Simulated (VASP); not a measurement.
# C (P6_3/mmc) in VASP: further runs, part 2 of 2

VASP 6.6.1. The steps go on from the part before.

## (4) Single point, LDA (atoms displaced along a vibrational mode, the cell strained)

File INCAR:

```
SYSTEM = C
ALGO = Normal
EDIFF = 1E-6
ENCUT = 1300
GGA = CA
GGA_COMPAT = .FALSE.
ISIF = 2
ISMEAR = 0
LASPH = .TRUE.
LCHARG = .TRUE.
LELF = .TRUE.
LREAL = .FALSE.
LVHAR = .TRUE.
LWAVE = .FALSE.
NBANDS = 26
NELM = 120
PREC = Accurate
SIGMA = 0.05
```

File KPOINTS:

```
k-points
0
G
  12 12 4
  0 0 0
```

File POSCAR:

```
C
1.0
    2.4606208111      0.0000000000      0.0000000000
   -1.2303104055      2.1309601315      0.0000000000
    0.0000000000      0.0000000000      8.4056584863
C
8
Direct
    0.0000000000      0.0000000000      0.0870930396
    0.0000000000      0.0000000000      0.5870930396
    0.0000000000      0.0000000000      0.4129069604
    0.0000000000      0.0000000000      0.9129069604
    0.3333333333      0.6666666667      0.1600876728
    0.6666666667      0.3333333333      0.6600876728
    0.3333333333      0.6666666667      0.3399123272
    0.6666666667      0.3333333333      0.8399123272
```

Run with:

```
cat potpaw_LDA.64/C_h/POTCAR > POTCAR
mpirun -np 1 vasp_std > vasp.out
```

Run time: 1.7 min. Hardware: 1 thread of Intel Xeon 6975P-C (Granite Rapids), shared host; peak memory 0.32 GiB.

Results (log left out):

* Free energy: -80.2863 eV
* Pressure: 1.4 GPa
* Largest force: 3.922 eV/Å
* Band gap on the k mesh: 3.15 eV (least direct gap 4.24 eV)

Forces on the atoms (eV/Å):
```
C    0.000  0.000  3.922
C    0.000  0.000  3.922
C    0.000  0.000 -3.922
C    0.000  0.000 -3.922
C    0.000  0.000 -2.935
C    0.000  0.000 -2.935
C    0.000  0.000  2.935
C    0.000  0.000  2.935
```

Stress tensor (GPa, compression positive):
```
 14.39   0.00   0.00
  0.00  14.39   0.00
  0.00   0.00 -24.44
```

Levels at points of the mesh, in eV from the valence-band top:
```csv
k point,band 13,band 14,band 15,band 16,band 17,band 18,band 19,band 20
"(0.00, 0.00, 0.00)",-2.03,-2.03,0.00,0.00,4.24,4.24,5.28,6.65
"(0.50, 0.00, 0.00)",-5.51,-5.38,-5.30,-3.18,3.92,4.44,5.41,5.85
"(0.00, 0.00, 0.50)",-0.80,-0.80,-0.80,-0.80,5.22,5.22,5.22,5.22
"(0.50, 0.00, 0.50)",-6.42,-6.42,-3.98,-3.98,4.69,4.69,5.24,5.24
```

Caveat: the cell differs from its parent crystal (atoms displaced along a vibrational mode, the cell strained); the stress differs along the axes, from -24 to 14 GPa; forces of over 1 eV/Å act on the atoms, so gaps and moduli don't describe the material at rest.

## (5) Single point, LDA (atoms displaced along a vibrational mode, the cell strained)

File INCAR:

```
SYSTEM = C
PREC     = Accurate       ! precision mode
ENCUT    = 1300           ! plane-wave cutoff, eV
EDIFF    = 1E-6           ! SCF threshold, eV
ISMEAR   = 0              ! smearing method
SIGMA    = 0.05           ! smearing width, eV
LREAL    = .False.        ! projectors in reciprocal space
LASPH    = .True.         ! aspherical terms in the spheres
NELM     = 120            ! most SCF steps
ALGO     = Normal         ! electronic algorithm
ISIF     = 2              ! what is computed and relaxed
LWAVE    = .False.        ! write WAVECAR
LCHARG   = .False.        ! write CHGCAR
GGA      = CA             ! functional
NBANDS   = 26             ! bands
GGA_COMPAT= .False.
```

File KPOINTS:

```
regular mesh
0
Gamma
  12 12 4
  0 0 0
```

File POSCAR:

```
C
1.0
    2.5186290723      0.0000000000      0.0000000000
   -1.2593145361      2.1811967593      0.0000000000
    0.0000000000      0.0000000000      8.0228736867
C
8
Direct
    0.0000000000      0.0000000000      0.1002408971
    0.0000000000      0.0000000000      0.6002408971
    0.0000000000      0.0000000000      0.3997591029
    0.0000000000      0.0000000000      0.8997591029
    0.3333333333      0.6666666667      0.1498652280
    0.6666666667      0.3333333333      0.6498652280
    0.3333333333      0.6666666667      0.3501347720
    0.6666666667      0.3333333333      0.8501347720
```

Potentials or basis: VASP PAW LDA potentials, release 64 (C_h).

Run with:

```
cat potpaw_LDA.64/C_h/POTCAR > POTCAR
mpirun -np 1 vasp_std > vasp.out
```

OUTCAR:

```text
SYSTEM = C
   PREC = Accurate
   ENCUT = 1300
   EDIFF = 1E-6
   ISMEAR = 0
   LREAL = .False.
   LASPH = .True.
   NELM = 120
   ISIF = 2
   GGA = CA

 ion  position               nearest neighbor table
   1  0.000  0.000  0.100-   5 1.51   5 1.51   5 1.51
   2  0.000  0.000  0.600-   6 1.51   6 1.51   6 1.51
   3  0.000  0.000  0.400-   7 1.51   7 1.51   7 1.51
   4  0.000  0.000  0.900-   8 1.51   8 1.51   8 1.51
   5  0.333  0.667  0.150-   1 1.51   1 1.51   1 1.51
[... 914 lines left out ...]
  Total       -2.5480137     -2.5480137      7.9693400     -0.0000000     -0.0000000      0.0000000
  in kB      -92.6239571    -92.6239571    289.6969520     -0.0000000     -0.0000000      0.0000000
  external PRESSURE =      34.8163459 kB  Pullay stress =       0.0000000 kB

 VOLUME and BASIS-vectors are now :
 -----------------------------------------------------------------------------
  energy-cutoff  :     1300.00
  volume of cell :       44.07
      direct lattice vectors                 reciprocal lattice vectors
     2.518629072  0.000000000  0.000000000     0.397041395  0.229231956  0.000000000
    -1.259314536  2.181196759  0.000000000     0.000000000  0.458463912  0.000000000
     0.000000000  0.000000000  8.022873687     0.000000000  0.000000000  0.124643618

 POSITION                                       TOTAL-FORCE (eV/Angst)
 -----------------------------------------------------------------------------------
      0.00000      0.00000      0.80422         0.000000     -0.000000     -3.825531
      0.00000      0.00000      4.81566        -0.000000      0.000000     -3.825531
      0.00000      0.00000      3.20722         0.000000     -0.000000      3.825531
      0.00000      0.00000      7.21865        -0.000000      0.000000      3.825531
     -0.00000      1.45413      1.20235         0.000000     -0.000000      2.907057
      1.25931      0.72707      5.21379        -0.000000      0.000000      2.907057
     -0.00000      1.45413      2.80909        -0.000000      0.000000     -2.907057
      1.25931      0.72707      6.82052        -0.000000      0.000000     -2.907057
 -----------------------------------------------------------------------------------
    total drift:                               -0.000000      0.000000      0.000000

  FREE ENERGIE OF THE ION-ELECTRON SYSTEM (eV)
  ---------------------------------------------------
  free  energy   TOTEN  =       -80.1150540011 eV

  energy  without entropy=      -80.1150540011  energy(sigma->0) =      -80.11505400
```

OSZICAR:

```text
N       E                     dE             d eps       ncg     rms          rms(c)
DAV:   1     0.152015962111E+03    0.15202E+03   -0.29723E+04  2964   0.251E+03
DAV:   2    -0.703551567661E+02   -0.22237E+03   -0.20421E+03  3954   0.338E+02
DAV:   3    -0.832257316958E+02   -0.12871E+02   -0.12718E+02  3966   0.729E+01
DAV:   4    -0.834202700652E+02   -0.19454E+00   -0.19384E+00  4136   0.884E+00
DAV:   5    -0.834238992701E+02   -0.36292E-02   -0.36256E-02  3888   0.122E+00    0.101E+01
DAV:   6    -0.809801101632E+02    0.24438E+01   -0.16042E+00  3676   0.679E+00    0.543E+00
DAV:   7    -0.801145250097E+02    0.86559E+00   -0.18295E+00  3616   0.730E+00    0.714E-01
DAV:   8    -0.801150751766E+02   -0.55017E-03   -0.48064E-02  3970   0.152E+00    0.792E-02
DAV:   9    -0.801150402157E+02    0.34961E-04   -0.95029E-04  3790   0.192E-01    0.310E-02
DAV:  10    -0.801150544843E+02   -0.14269E-04   -0.45532E-05  3984   0.398E-02    0.490E-03
DAV:  11    -0.801150540011E+02    0.48316E-06   -0.32665E-06  3602   0.113E-02
   1 F= -.80115054E+02 E0= -.80115054E+02  d E =-.104331E-18
```

It took 3.2 min on 1 thread of Intel Xeon Platinum 8259CL at 2.50GHz (Skylake/Cascade Lake), shared host; peak memory 0.32 GiB.

What came out:

```
Free energy            : -80.1151 eV
Pressure               : 3.5 GPa
Largest force          : 3.826 eV/Å
Band gap on the k mesh : 2.35 eV (least direct gap 3.23 eV)
```

Forces on the atoms (eV/Å):
```
C    0.000  0.000 -3.826
C    0.000  0.000 -3.826
C    0.000  0.000  3.826
C    0.000  0.000  3.826
C    0.000  0.000  2.907
C    0.000  0.000  2.907
C    0.000  0.000 -2.907
C    0.000  0.000 -2.907
```

Stress tensor (GPa, compression positive):
```
-9.26  0.00  0.00
 0.00 -9.26  0.00
 0.00  0.00 28.97
```

Levels at points of the mesh, in eV from the valence-band top:
| k point | band 12 | band 13 | band 14 | band 15 | band 16 | band 17 | band 18 | band 19 | band 20 | band 21 |
| --- | --- | --- | --- | --- | --- | --- | --- | --- | --- | --- |
| (0.00, 0.00, 0.00) | -3.87 | -3.87 | -2.41 | -2.41 | 0.00 | 3.23 | 4.02 | 4.02 | 5.20 | 5.20 |
| (0.50, 0.00, 0.00) | -7.26 | -7.22 | -5.28 | -5.25 | -4.40 | 2.35 | 3.39 | 3.78 | 4.65 | 5.01 |
| (0.00, 0.00, 0.50) | -2.96 | -2.96 | -2.96 | -2.91 | -2.91 | 4.56 | 4.56 | 4.58 | 4.58 | 4.58 |
| (0.50, 0.00, 0.50) | -7.95 | -5.95 | -5.95 | -5.52 | -5.52 | 2.67 | 2.67 | 5.16 | 5.16 | 6.24 |

Caveat: the cell differs from its parent crystal (atoms displaced along a vibrational mode, the cell strained); the stress differs along the axes, from -9 to 29 GPa; forces of over 1 eV/Å act on the atoms, so gaps and moduli don't describe the material at rest.

## (6) The runs side by side

```tsv
cell	gap on the mesh (eV)	pressure (GPa)	largest force (eV/Å)
a = 2.431, b = 2.431, c = 8.598 Å, angles 90.0, 90.0, 120.0°, 8 atoms, atomic positions A	0.45	15.0	2.88
a = 2.461, b = 2.461, c = 8.406 Å, angles 90.0, 90.0, 120.0°, 8 atoms, atomic positions A	1.30	9.4	3.27
a = 2.461, b = 2.461, c = 8.406 Å, angles 90.0, 90.0, 120.0°, 8 atoms, atomic positions B	3.15	1.4	3.92
a = 2.519, b = 2.519, c = 8.023 Å, angles 90.0, 90.0, 120.0°, 8 atoms, atomic positions A	2.35	3.5	3.83
```

Alike in all rows: task single point; level LDA; potentials or basis VASP PAW LDA potentials, release 64 (C_h); no spin polarisation; k mesh 12 × 12 × 4; cutoff (eV) 1300; smearing gaussian 0.05 eV.

Caveats: forces of over 1 eV/Å act on the atoms, so gaps and moduli don't describe the material at rest; the stress differs along the axes, from -31 to 38 GPa (at least some runs); the stress differs along the axes, from -14 to 21 GPa (at least some runs); the stress differs along the axes, from -24 to 14 GPa (at least some runs); the stress differs along the axes, from -9 to 29 GPa (at least some runs).

Total energies depend on the potentials used, so only differences within one code and one set of settings carry meaning.
